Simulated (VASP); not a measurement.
# MgS in VASP: a series of runs

The runs below take MgS through single point, with HSE06.

Program: VASP 6.6.1. These are calculated values, not measurements. Logs are shortened: lines on timing, memory, paths and dates and some standing lists are left out, and cuts for length are marked.

## Step 1: The cell of the first run

The structure is cubic, space group Fm-3m (No. 225). The conventional cell has a = 5.186 Å, b = 5.186 Å, c = 5.186 Å, α = 90.00°, β = 90.00°, γ = 90.00°. Within 3.4 Å of Mg (site symmetry m-3m) lie 6 S at 2.59 Å. S (site symmetry m-3m) has 6 Mg at 2.59 Å within 3.4 Å.

## Step 2: Single point, HSE06 (strain -0.3%)

POSCAR reads:

```
MgS
1.0
    0.0000000000      2.5931930799      2.5931930799
    2.5931930799      0.0000000000      2.5931930799
    2.5931930799      2.5931930799      0.0000000000
Mg S
1 1
Direct
    0.0000000000      0.0000000000      0.0000000000
    0.5000000000      0.5000000000      0.5000000000
```

INCAR.step1 reads:

```
PREC = Accurate
ENCUT = 520
EDIFF = 1E-5
ISMEAR = 0
SIGMA = 0.01
LREAL = False
LASPH = True
NELM = 60
ALGO = Normal
ISIF = 2
LWAVE = True
LCHARG = False
GGA = PE
NBANDS = 11
```

INCAR.step2 reads:

```
PREC = Accurate
ENCUT = 520
EDIFF = 1E-7
ISMEAR = 0
SIGMA = 0.01
LREAL = False
LASPH = True
NELM = 60
ALGO = Normal
ISIF = 2
LWAVE = False
LCHARG = False
GGA = PE
LHFCALC = True
HFSCREEN = 0.2079
PRECFOCK = Normal
ISTART = 1
NBANDS = 11
```

KPOINTS reads:

```
regular mesh
0
Gamma
  6 6 6
```

Potentials or basis: VASP PAW PBE potentials, release 64 (Mg, S).

The run is started by

```sh
> cat potpaw_PBE.64/Mg/POTCAR potpaw_PBE.64/S/POTCAR > POTCAR
> cp INCAR.step1 INCAR
> mpirun -np 1 vasp_std > vasp.out
> cp INCAR.step2 INCAR
> mpirun -np 1 vasp_std > vasp.out
```

OUTCAR:

```text
PREC = Accurate
   ENCUT = 520
   EDIFF = 1E-7
   ISMEAR = 0
   LREAL = False
   LASPH = True
   NELM = 60
   ISIF = 2
   GGA = PE
   LHFCALC = True
   HFSCREEN = 0.2079
   PRECFOCK = Normal
   ISTART = 1

 ion  position               nearest neighbor table
   1  0.000  0.000  0.000-   2 2.59   2 2.59   2 2.59   2 2.59   2 2.59   2 2.59
   2  0.500  0.500  0.500-   1 2.59   1 2.59   1 2.59   1 2.59   1 2.59   1 2.59

  LATTYP: Found a face centered cubic cell.
 ALAT       =     5.1863861598

  Lattice vectors:

 A1 = (   0.0000000000,   2.5931930799,   2.5931930799)
 A2 = (   2.5931930799,   0.0000000000,   2.5931930799)
 A3 = (   2.5931930799,   2.5931930799,   0.0000000000)

Analysis of symmetry for initial positions (statically):
=====================================================================
 Subroutine PRICEL returns:
 Original cell was already a primitive cell.

 Routine SETGRP: Setting up the symmetry group for a
 face centered cubic supercell.

 Subroutine GETGRP returns: Found 48 space group operations
 (whereof 48 operations were pure point group operations)
 out of a pool of 48 trial point group operations.

The static configuration has the point symmetry O_h .

Analysis of symmetry for dynamics (positions and initial velocities):
=====================================================================
 Subroutine PRICEL returns:
 Original cell was already a primitive cell.

 Routine SETGRP: Setting up the symmetry group for a
 face centered cubic supercell.

 Subroutine GETGRP returns: Found 48 space group operations
 (whereof 48 operations were pure point group operations)
 out of a pool of 48 trial point group operations.

The dynamic configuration has the point symmetry O_h .

 Subroutine INISYM returns: Found 48 space group operations
 (whereof 48 operations are pure point group operations),
 and found     1 'primitive' translations

----------------------------------------------------------------------------------------

                                     Primitive cell

  volume of cell :      34.8766

  direct lattice vectors                    reciprocal lattice vectors
     0.000000000  2.593193080  2.593193080    -0.192812484  0.192812484  0.192812484
     2.593193080  0.000000000  2.593193080     0.192812484 -0.192812484  0.192812484
     2.593193080  2.593193080  0.000000000     0.192812484  0.192812484 -0.192812484

  length of vectors
     3.667328823  3.667328823  3.667328823     0.333961019  0.333961019  0.333961019

  position of ions in fractional coordinates (direct lattice)
     0.000000000  0.000000000  0.000000000
     0.500000000  0.500000000  0.500000000

  ion indices of the primitive-cell ions
   primitive index   ion index
                 1           1
                 2           2

----------------------------------------------------------------------------------------

 KPOINTS: regular mesh

Automatic generation of k-mesh.
 Grid dimensions read from file:
 generate k-points for:    6    6    6

 Generating k-lattice:

  Cartesian coordinates                     Fractional coordinates (reciprocal lattice)
    -0.032135414  0.032135414  0.032135414     0.166666667  0.000000000  0.000000000
     0.032135414 -0.032135414  0.032135414     0.000000000  0.166666667  0.000000000
     0.032135414  0.032135414 -0.032135414     0.000000000  0.000000000  0.166666667

  Length of vectors
     0.055660170  0.055660170  0.055660170

  Shift w.r.t. Gamma in fractional coordinates (k-lattice)
     0.000000000  0.000000000  0.000000000

 Subroutine IBZKPT returns following result:
 ===========================================

 Found     16 irreducible k-points:

 Following reciprocal coordinates:
            Coordinates               Weight
  0.000000  0.000000  0.000000      1.000000
  0.166667  0.000000  0.000000      8.000000
  0.333333  0.000000  0.000000      8.000000
  0.500000  0.000000  0.000000      4.000000
  0.166667  0.166667  0.000000      6.000000
  0.333333  0.166667  0.000000     24.000000
[... 8 lines left out ...]
 -0.333333  0.333333  0.166667     24.000000
 -0.333333  0.500000  0.166667     12.000000
   k-points           NKPTS =     16   k-points in BZ     NKDIM =    216   number of bands    NBANDS=     11
   number of dos      NEDOS =    301   number of ions     NIONS =      2
   total plane-waves  NPLWV =  21952
   dimension x,y,z NGX =    28 NGY =   28 NGZ =   28
   dimension x,y,z NGXF=    56 NGYF=   56 NGZF=   56
   ions per type =               1   1
   NGX,Y,Z   is equivalent  to a cutoff of  12.69, 12.69, 12.69 a.u.
   NGXF,Y,Z  is equivalent  to a cutoff of  25.39, 25.39, 25.39 a.u.
 SYSTEM =  unknown system
   PREC   = accura    normal or accurate (medium, high low for compatibility)
   ISTART =      1    job   : 0-new  1-cont  2-samecut
   ICHARG =      0    charge: 1-file 2-atom 10-const
   ISPIN  =      1    spin polarized calculation?
   LNONCOLLINEAR =      F non collinear calculations
   LSORBIT =      F    spin-orbit coupling
   LASPH  =      T    aspherical Exc in radial PAW
   ENCUT  =  520.0 eV  38.22 Ry    6.18 a.u.   6.82  6.82  6.82*2*pi/ulx,y,z
   NELM   =     60;   NELMIN=  2; NELMDL=  0     # of ELM steps
   EDIFF  = 0.1E-06   stopping-criterion for ELM
   LREAL  =      F    real-space projection
   EDIFFG = 0.1E-05   stopping-criterion for IOM
   NSW    =      0    number of steps for IOM
   IBRION =     -1    ionic relax: 0-MD 1-quasi-New 2-CG
   NFREE  =      0    steps in history (QN), initial steepest desc. (CG)
   ISIF   =      2    stress and relaxation
   ISYM   =      3    0-nonsym 1-usesym 2-fastsym
   POTIM  = 0.5000    time-step for ionic-motion
   TEBEG  =    0.0;   TEEND  =   0.0 temperature during run
   PSTRESS=    0.0 pullay stress
   NELECT =       8.0000    total number of electrons
   NUPDOWN=      -1.0000    fix difference up-down
   EMIN   =  10.00;   EMAX   =-10.00  energy-range for DOS
   EFERMI =   0.00;   METHOD = LEGACY
   ISMEAR =     0;   SIGMA  =   0.01  broadening in eV -4-tet -1-fermi 0-gaus
   EFERMI_NEDOS =   21; number of points for ismear=-14 and -15
   IALGO  =     38    algorithm
   IMIX   =      1    mixing-type and parameters
     AMIX     =   0.40;   BMIX     =  1.00
     AMIX_MAG =   1.60;   BMIX_MAG =  1.00
  volume/ion in A,a.u.               =      17.44       117.68
  Fermi-wavevector in a.u.,A,eV,Ry     =   1.002136  1.893762 13.664011  1.004276
  Thomas-Fermi vector in A             =   2.134603
   LORBIT       =      0    0 simple, 1 ext, 2 COOP (PROOUT), +10 PAW based schemes
   GGA     = PE    functional components
   LHFCALC =     T    Hartree Fock is set to
   PRECFOCK=normal    Normal, Fast or Accurate (Low or Medium for compatibility)
   ENCUT4O =  -1.0   cutoff for four orbital integrals eV
   NKREDX  =     1    reduce k-point grid by
   NKREDY  =     1    reduce k-point grid by
   NKREDZ  =     1    reduce k-point grid by
   AEXX    =    0.2500 exact exchange contribution
   HFSCREEN=    0.2079 screening length (either q_TF or 0.3 A-1)
   HFSCREENC=   0.2079 screening length for correlation (either q_TF or 0.3 A-1)
   ENCUTFOCK=  -1.0 apply spherical cutoff to Coloumb kernel
   IVDW    =     0    specifies the selected vdW correction
   LEPSILON=     F    determine dielectric tensor
   LRPA    =     F    only Hartree local field effects (RPA)
 non-spin polarized calculation
 Gauss-broadening in eV      SIGMA  =   0.01
  energy-cutoff  :      520.00
  volume of cell :       34.88
 maximum number of plane-waves:       960
  NGX = 24; NGY = 24; NGZ = 24

 number of electron       7.9999999 magnetization

 Free energy of the ion-electron system (eV)
  ---------------------------------------------------
  ext. energy  EPLUGINS =         0.00000000
  ---------------------------------------------------
  free energy    TOTEN  =        -9.88761006 eV

  energy without entropy =       -9.88761006  energy(sigma->0) =       -9.88761006

 E-fermi :   3.2885     XC(G=0):  -8.0813

 val. band max:        3.1508231342   @ k =   0.0000   0.0000   0.0000
 cond. band min:       6.9248701468   @ k =   0.5000   0.5000   0.0000
 fundamental gap:      3.7740470126
 Fermi energy:         3.2884771988

 k-point     1 :       0.0000    0.0000    0.0000
  band No.  band energies     occupation
      1     -10.8725      2.00000
      2       3.1508      2.00000
      3       3.1508      2.00000
      4       3.1508      2.00000
      5       8.0289      0.00000
      6      12.2508      0.00000
      7      12.2508      0.00000
      8      12.2508      0.00000
      9      14.8535      0.00000
     10      14.8535      0.00000
     11      16.9112      0.00000

 k-point     2 :       0.1667    0.0000    0.0000
  band No.  band energies     occupation
      1     -10.5790      2.00000
      2       1.4095      2.00000
      3       2.9639      2.00000
      4       2.9639      2.00000
      5       9.1273      0.00000
      6      11.9893      0.00000
      7      12.5561      0.00000
      8      12.5561      0.00000
      9      14.1117      0.00000
     10      14.1117      0.00000
     11      17.0535      0.00000

 k-point     3 :       0.3333    0.0000    0.0000
  band No.  band energies     occupation
      1      -9.8689      2.00000
      2      -1.0598      2.00000
      3       2.6378      2.00000
      4       2.6378      2.00000
      5       8.9902      0.00000
      6      11.6708      0.00000
      7      11.6708      0.00000
      8      14.0030      0.00000
      9      16.0629      0.00000
     10      16.0629      0.00000
     11      16.0880      0.00000
[... 155 lines left out ...]
 k-point    15 :      -0.3333    0.3333    0.1667
  band No.  band energies     occupation
      1      -9.0722      2.00000
      2      -1.1675      2.00000
      3       0.1621      2.00000
      4       1.4222      2.00000
      5       9.6066      0.00000
      6      11.0239      0.00000
      7      13.1258      0.00000
      8      13.4036      0.00000
      9      16.8393      0.00000
     10      18.6896      0.00000
     11      20.5455      0.00000

 k-point    16 :      -0.3333    0.5000    0.1667
  band No.  band energies     occupation
      1      -8.9560      2.00000
      2      -1.0024      2.00000
      3       0.3042      2.00000
      4       0.7532      2.00000
      5       8.6445      0.00000
      6      10.4239      0.00000
      7      13.6785      0.00000
      8      14.3187      0.00000
      9      18.6078      0.00000
     10      19.8411      0.00000
     11      20.3046      0.00000

------------------------ aborting loop because EDIFF is reached ----------------------------------------

  FORCE on cell =-STRESS in cart. coord.  units (eV):
  Direction    XX          YY          ZZ          XY          YZ          ZX
  --------------------------------------------------------------------------------------
  -------------------------------------------------------------------------------------
  Total        0.0118882      0.0118882      0.0118882      0.0000000      0.0000000      0.0000000
  in kB        0.5461237      0.5461237      0.5461237      0.0000000      0.0000000      0.0000000
  external PRESSURE =       0.5461237 kB  Pullay stress =       0.0000000 kB

 VOLUME and BASIS-vectors are now :
 -----------------------------------------------------------------------------
  energy-cutoff  :      520.00
  volume of cell :       34.88
      direct lattice vectors                 reciprocal lattice vectors
     0.000000000  2.593193080  2.593193080    -0.192812484  0.192812484  0.192812484
     2.593193080  0.000000000  2.593193080     0.192812484 -0.192812484  0.192812484
     2.593193080  2.593193080  0.000000000     0.192812484  0.192812484 -0.192812484

 POSITION                                       TOTAL-FORCE (eV/Angst)
 -----------------------------------------------------------------------------------
      0.00000      0.00000      0.00000         0.000000      0.000000      0.000000
      2.59319      2.59319      2.59319        -0.000000     -0.000000     -0.000000
 -----------------------------------------------------------------------------------
    total drift:                                0.000000      0.000000      0.000000

  FREE ENERGIE OF THE ION-ELECTRON SYSTEM (eV)
  ---------------------------------------------------
  free  energy   TOTEN  =        -9.8876100567 eV

  energy  without entropy=       -9.8876100567  energy(sigma->0) =       -9.88761006
```

It took 31 min on 1 thread of Intel Xeon 8259CL, shared host; peak memory 0.28 GiB.

Results:

```yaml
Free_energy: -9.8876 eV
Pressure: 0.1 GPa
Band_gap_on_the_k_mesh: 3.77 eV (least direct gap 4.88 eV)
```

Caveat: the cell differs from its parent crystal (strain -0.3%); the PAW data sets were made with another functional, which shifts forces and pressure a little.

[end of part 1 of 2]
